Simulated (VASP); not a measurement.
# BeReO4 (C2/m) in VASP: single point with r2SCAN

Aim: the single point of BeReO4 with r2SCAN.

Everything below comes from runs of VASP 6.6.1. Logs are shortened: lines on timing, memory, paths and dates and some standing lists are left out, and cuts for length are marked.

### Step 1. The cell of the first run

The structure is monoclinic, space group C2/m (No. 12). The conventional cell has a = 9.237 Å, b = 5.629 Å, c = 4.557 Å, α = 90.00°, β = 91.99°, γ = 90.00°. Within 2.3 Å of O (site symmetry m) lie 1 Be at 1.76 Å and 2 Re at 2.01 Å. Within 3.4 Å of O (site symmetry 1) lie 2 Be at 1.87 to 1.98 Å and 2 Re at 1.88 to 3.18 Å and 13 O at 2.59 to 3.38 Å. O (site symmetry m) has 1 Be at 1.91 Å and 2 Re at 2.09 Å within 2.5 Å. Within 2.3 Å of Be (site symmetry m) lie 6 O at 1.76 to 1.98 Å. Within 2.6 Å of Re (site symmetry 2) lie 6 O at 1.88 to 2.09 Å and 1 Re at 2.55 Å.

### Step 2. Single point, r2SCAN

Contents of POSCAR:

```
BeReO4
1.0
    4.6184980000      2.8146340000      0.0000000000
    4.6184980000     -2.8146340000      0.0000000000
    0.1582530000      0.0000000000     -4.5544400000
O Be Re
8 2 2
Direct
    0.1249000000      0.1249000000      0.2180000000
    0.8751000000      0.8751000000      0.7820000000
    0.3786000000      0.9180000000      0.7067000000
    0.0820000000      0.6214000000      0.2933000000
    0.6214000000      0.0820000000      0.2933000000
    0.9180000000      0.3786000000      0.7067000000
    0.4104000000      0.4104000000      0.7550000000
    0.5896000000      0.5896000000      0.2450000000
    0.2530000000      0.2530000000      0.4950000000
    0.7470000000      0.7470000000      0.5050000000
    0.7737000000      0.2263000000      0.0000000000
    0.2263000000      0.7737000000      0.0000000000
```

Contents of INCAR.step1:

```
ALGO = Normal
EDIFF = 1E-4
ENCUT = 520
GGA = PE
ISMEAR = 1
LASPH = True
LCHARG = False
LREAL = False
LWAVE = True
NBANDS = 45
NELM = 100
PREC = Accurate
SIGMA = 0.0156
```

Contents of INCAR.step2:

```
ALGO = Normal
EDIFF = 1E-6
ENCUT = 520
ISIF = 2
ISMEAR = 1
ISTART = 1
LASPH = True
LCHARG = False
LMIXTAU = True
LREAL = False
LWAVE = False
METAGGA = R2SCAN
NBANDS = 45
NELM = 100
PREC = Accurate
SIGMA = 0.0156
```

Contents of KPOINTS:

```
k-points
0
Gamma
  5 5 5
```

Potentials or basis: VASP PAW PBE potentials, release 64 (O, Be, Re).

Command:

```console
cat potpaw_PBE.64/O/POTCAR potpaw_PBE.64/Be/POTCAR potpaw_PBE.64/Re/POTCAR > POTCAR
cp INCAR.step1 INCAR
mpirun -np 1 vasp_std > vasp.out
cp INCAR.step2 INCAR
mpirun -np 1 vasp_std > vasp.out
```

OUTCAR:

```text
EDIFF = 1E-6
   ENCUT = 520
   ISIF = 2
   ISMEAR = 1
   ISTART = 1
   LASPH = True
   LREAL = False
   METAGGA = R2SCAN
   NELM = 100
   PREC = Accurate

 ion  position               nearest neighbor table
   1  0.125  0.125  0.218-   9 1.76  11 2.01  12 2.01
   2  0.875  0.875  0.782-  10 1.76  11 2.01  12 2.01
   3  0.379  0.918  0.707-   9 1.87  12 1.88  10 1.98
   4  0.082  0.621  0.293-  10 1.87  12 1.88   9 1.98
   5  0.621  0.082  0.293-  10 1.87  11 1.88   9 1.98
   6  0.918  0.379  0.707-   9 1.87  11 1.88  10 1.98
   7  0.410  0.410  0.755-   9 1.91  11 2.09  12 2.09
   8  0.590  0.590  0.245-  10 1.91  11 2.09  12 2.09
   9  0.253  0.253  0.495-   1 1.76   3 1.87   6 1.87   7 1.91   4 1.98   5 1.98
  10  0.747  0.747  0.505-   2 1.76   4 1.87   5 1.87   8 1.91   6 1.98   3 1.98
  11  0.774  0.226  0.000-   5 1.88   6 1.88   1 2.01   2 2.01   7 2.09   8 2.09  12 2.55  12 3.08

  12  0.226  0.774  0.000-   3 1.88   4 1.88   1 2.01   2 2.01   7 2.09   8 2.09  11 2.55  11 3.08

  LATTYP: Found a base centered monoclinic cell.
 ALAT       =     9.2369960000
 B/A-ratio  =     0.6094262680
 C/A-ratio  =     0.4933626232
 COS(beta)  =    -0.0347260152

  Lattice vectors:

 A1 = (  -4.6184980000,  -2.8146340000,   0.0000000000)
 A2 = (  -4.6184980000,   2.8146340000,   0.0000000000)
 A3 = (   0.1582530000,   0.0000000000,  -4.5544400000)

Analysis of symmetry for initial positions (statically):
=====================================================================
 Subroutine PRICEL returns:
 Original cell was already a primitive cell.

 Routine SETGRP: Setting up the symmetry group for a
 base centered monoclinic supercell.

 Subroutine GETGRP returns: Found  4 space group operations
 (whereof  4 operations were pure point group operations)
 out of a pool of  4 trial point group operations.

The static configuration has the point symmetry C_2h.

Analysis of symmetry for dynamics (positions and initial velocities):
=====================================================================
 Subroutine PRICEL returns:
 Original cell was already a primitive cell.

 Routine SETGRP: Setting up the symmetry group for a
 base centered monoclinic supercell.

 Subroutine GETGRP returns: Found  4 space group operations
 (whereof  4 operations were pure point group operations)
 out of a pool of  4 trial point group operations.

The dynamic configuration has the point symmetry C_2h.

 Subroutine INISYM returns: Found  4 space group operations
 (whereof  4 operations are pure point group operations),
 and found     1 'primitive' translations

----------------------------------------------------------------------------------------

                                     Primitive cell

  volume of cell :     118.4098

  direct lattice vectors                    reciprocal lattice vectors
     4.618498000  2.814634000  0.000000000     0.108260305  0.177642990  0.003761718
     4.618498000 -2.814634000  0.000000000     0.108260305 -0.177642990  0.003761718
     0.158253000  0.000000000 -4.554440000     0.000000000  0.000000000 -0.219565962

  length of vectors
     5.408575444  5.408575444  4.557188577     0.208066038  0.208066038  0.219565962

  position of ions in fractional coordinates (direct lattice)
     0.124900000  0.124900000  0.218000000
     0.875100000  0.875100000  0.782000000
     0.378600000  0.918000000  0.706700000
     0.082000000  0.621400000  0.293300000
     0.621400000  0.082000000  0.293300000
     0.918000000  0.378600000  0.706700000
     0.410400000  0.410400000  0.755000000
     0.589600000  0.589600000  0.245000000
     0.253000000  0.253000000  0.495000000
     0.747000000  0.747000000  0.505000000
     0.773700000  0.226300000  0.000000000
     0.226300000  0.773700000  0.000000000

  ion indices of the primitive-cell ions
   primitive index   ion index
                 1           1
                 2           2
                 3           3
                 4           4
                 5           5
                 6           6
                 7           7
                 8           8
                 9           9
                10          10
                11          11
                12          12

----------------------------------------------------------------------------------------

 KPOINTS: k-points

Automatic generation of k-mesh.
 Grid dimensions read from file:
 generate k-points for:    5    5    5

 Generating k-lattice:

  Cartesian coordinates                     Fractional coordinates (reciprocal lattice)
     0.021652061  0.035528598  0.000752344     0.200000000  0.000000000  0.000000000
     0.021652061 -0.035528598  0.000752344     0.000000000  0.200000000  0.000000000
     0.000000000  0.000000000 -0.043913192     0.000000000  0.000000000  0.200000000

  Length of vectors
     0.041613208  0.041613208  0.043913192

  Shift w.r.t. Gamma in fractional coordinates (k-lattice)
     0.000000000  0.000000000  0.000000000

 Subroutine IBZKPT returns following result:
 ===========================================

 Found     39 irreducible k-points:

 Following reciprocal coordinates:
            Coordinates               Weight
  0.000000  0.000000  0.000000      1.000000
  0.200000 -0.000000  0.000000      4.000000
  0.400000 -0.000000  0.000000      4.000000
  0.200000  0.200000  0.000000      2.000000
  0.400000  0.200000  0.000000      4.000000
 -0.400000  0.200000 -0.000000      4.000000
[... 16 lines left out ...]
 -0.200000 -0.400000  0.200000      4.000000
 -0.200000 -0.200000  0.200000      2.000000
 [... further k-points ...]
   k-points           NKPTS =     39   k-points in BZ     NKDIM =     39   number of bands    NBANDS=     45
   number of dos      NEDOS =    301   number of ions     NIONS =     12
   total plane-waves  NPLWV =  57600
   dimension x,y,z NGX =    40 NGY =   40 NGZ =   36
   dimension x,y,z NGXF=    80 NGYF=   80 NGZF=   72
   ions per type =               8   2   2
   NGX,Y,Z   is equivalent  to a cutoff of  12.29, 12.29, 13.13 a.u.
   NGXF,Y,Z  is equivalent  to a cutoff of  24.59, 24.59, 26.27 a.u.
 SYSTEM =  unknown system
   PREC   = accura    normal or accurate (medium, high low for compatibility)
   ISTART =      1    job   : 0-new  1-cont  2-samecut
   ICHARG =      0    charge: 1-file 2-atom 10-const
   ISPIN  =      1    spin polarized calculation?
   LNONCOLLINEAR =      F non collinear calculations
   LSORBIT =      F    spin-orbit coupling
   LASPH  =      T    aspherical Exc in radial PAW
   ENCUT  =  520.0 eV  38.22 Ry    6.18 a.u.  10.06 10.06  8.47*2*pi/ulx,y,z
   NELM   =    100;   NELMIN=  2; NELMDL=  0     # of ELM steps
   EDIFF  = 0.1E-05   stopping-criterion for ELM
   LREAL  =      F    real-space projection
   EDIFFG = 0.1E-04   stopping-criterion for IOM
   NSW    =      0    number of steps for IOM
   IBRION =     -1    ionic relax: 0-MD 1-quasi-New 2-CG
   NFREE  =      0    steps in history (QN), initial steepest desc. (CG)
   ISIF   =      2    stress and relaxation
   ISYM   =      2    0-nonsym 1-usesym 2-fastsym
   POTIM  = 0.5000    time-step for ionic-motion
   TEBEG  =    0.0;   TEEND  =   0.0 temperature during run
   PSTRESS=    0.0 pullay stress
   NELECT =      66.0000    total number of electrons
   NUPDOWN=      -1.0000    fix difference up-down
   EMIN   =  10.00;   EMAX   =-10.00  energy-range for DOS
   EFERMI =   0.00;   METHOD = LEGACY
   ISMEAR =     1;   SIGMA  =   0.02  broadening in eV -4-tet -1-fermi 0-gaus
   EFERMI_NEDOS =   21; number of points for ismear=-14 and -15
   IALGO  =     38    algorithm
   IMIX   =      4    mixing-type and parameters
     AMIX     =   0.40;   BMIX     =  1.00
     AMIX_MAG =   1.60;   BMIX_MAG =  1.00
  volume/ion in A,a.u.               =       9.87        66.59
  Fermi-wavevector in a.u.,A,eV,Ry     =   1.347287  2.546004 24.697069  1.815183
  Thomas-Fermi vector in A             =   2.475050
   LORBIT       =      0    0 simple, 1 ext, 2 COOP (PROOUT), +10 PAW based schemes
   METAGGA = R2SCAN    functional components
   LHFCALC =     F    Hartree Fock is set to
   AEXX    =    0.0000 exact exchange contribution
   IVDW    =     0    specifies the selected vdW correction
   LEPSILON=     F    determine dielectric tensor
   LRPA    =     F    only Hartree local field effects (RPA)
 non-spin polarized calculation
 Methfessel and Paxton  Order N= 1 SIGMA  =   0.02
  energy-cutoff  :      520.00
  volume of cell :      118.41
 maximum number of plane-waves:      3211
   NGX = 21   NGY = 21   NGZ = 17

 number of electron      66.0000007 magnetization

 Free energy of the ion-electron system (eV)
  ---------------------------------------------------
  ext. energy  EPLUGINS =         0.00000000
  ---------------------------------------------------
  free energy    TOTEN  =      -182.16583351 eV

  energy without entropy =     -182.16583351  energy(sigma->0) =     -182.16583351

 E-fermi :   2.8666     XC(G=0): -11.9281

 val. band max:        2.7662814800   @ k =   0.0000   0.0000   0.0000
 cond. band min:       3.5304322924   @ k =   0.0000   0.0000   0.4000
 fundamental gap:      0.7641508125
 Fermi energy:         2.8665561080

 k-point     1 :       0.0000    0.0000    0.0000
  band No.  band energies     occupation
      1     -17.4984      2.00000
      2     -16.5711      2.00000
      3     -15.8683      2.00000
      4     -15.5725      2.00000
      5     -15.3137      2.00000
      6     -15.2348      2.00000
[... 37 lines left out ...]
     44      12.8410      0.00000
     45      13.9196      0.00000
[... 1063 lines left out ...]
      5     -15.5114      2.00000
      6     -15.2800      2.00000
[... 37 lines left out ...]
     44      13.3342      0.00000
     45      13.7080      0.00000

 [... further k-points ...]

------------------------ aborting loop because EDIFF is reached ----------------------------------------

  FORCE on cell =-STRESS in cart. coord.  units (eV):
  Direction    XX          YY          ZZ          XY          YZ          ZX
  --------------------------------------------------------------------------------------
  -------------------------------------------------------------------------------------
  Total      -18.4335530     -9.3679963    -18.0485452      0.0000000      0.0000000     -1.4722082
  in kB     -249.4203957   -126.7563207   -244.2109393      0.0000000      0.0000000    -19.9201288
  external PRESSURE =    -206.7958852 kB  Pullay stress =       0.0000000 kB

 VOLUME and BASIS-vectors are now :
 -----------------------------------------------------------------------------
  energy-cutoff  :      520.00
  volume of cell :      118.41
      direct lattice vectors                 reciprocal lattice vectors
     4.618498000  2.814634000  0.000000000     0.108260305  0.177642990  0.003761718
     4.618498000 -2.814634000  0.000000000     0.108260305 -0.177642990  0.003761718
     0.158253000  0.000000000 -4.554440000     0.000000000  0.000000000 -0.219565962

 POSITION                                       TOTAL-FORCE (eV/Angst)
 -----------------------------------------------------------------------------------
      1.18820      0.00000     -0.99287        -1.299951      0.000000      0.321704
      8.20705      0.00000     -3.56157         1.299951      0.000000     -0.321704
      6.10018     -1.51821     -3.21862        -0.647708      0.269034     -0.771185
      3.29507     -1.51821     -1.33582         0.647708      0.269034      0.771185
      3.29507      1.51821     -1.33582         0.647708     -0.269034      0.771185
      6.10018      1.51821     -3.21862        -0.647708     -0.269034     -0.771185
      3.91034      0.00000     -3.43860         0.671652      0.000000     -2.605909
      5.48490      0.00000     -1.11584        -0.671652      0.000000      2.605909
      2.41530      0.00000     -2.25445         0.053248      0.000000     -0.530905
      6.97995      0.00000     -2.29999        -0.053248      0.000000      0.530905
      4.61850      1.54073      0.00000         0.000000     -1.821594     -0.000000
      4.61850     -1.54073      0.00000         0.000000      1.821594      0.000000
 -----------------------------------------------------------------------------------
    total drift:                               -0.000000      0.000000      0.000000

  FREE ENERGIE OF THE ION-ELECTRON SYSTEM (eV)
  ---------------------------------------------------
  free  energy   TOTEN  =      -182.1658335081 eV

  energy  without entropy=     -182.1658335081  energy(sigma->0) =     -182.16583351
```

Wall time 12 min (1 thread of Intel Xeon Platinum 8259CL at 2.50GHz (Skylake/Cascade Lake), shared host); peak memory 0.35 GiB.

What came out:

- Free energy: -182.1658 eV
- Pressure: -20.7 GPa
- Largest force: 2.691 eV/Å
- Band gap on the k mesh: 0.76 eV (least direct gap 1.04 eV)

Forces on the atoms (eV/Å):
```
O   -1.300  0.000  0.322
O    1.300  0.000 -0.322
O   -0.648  0.269 -0.771
O    0.648  0.269  0.771
O    0.648 -0.269  0.771
O   -0.648 -0.269 -0.771
O    0.672  0.000 -2.606
O   -0.672  0.000  2.606
Be   0.053  0.000 -0.531
Be  -0.053  0.000  0.531
Re   0.000 -1.822  0.000
Re   0.000  1.822  0.000
```

Caveat: the cell stands under tension; the PAW data sets were made with another functional, which shifts forces and pressure a little; spin-orbit coupling is left out, which moves the levels of the heavy elements; an odd mesh through Γ misses points on the zone boundary, where band edges can lie.
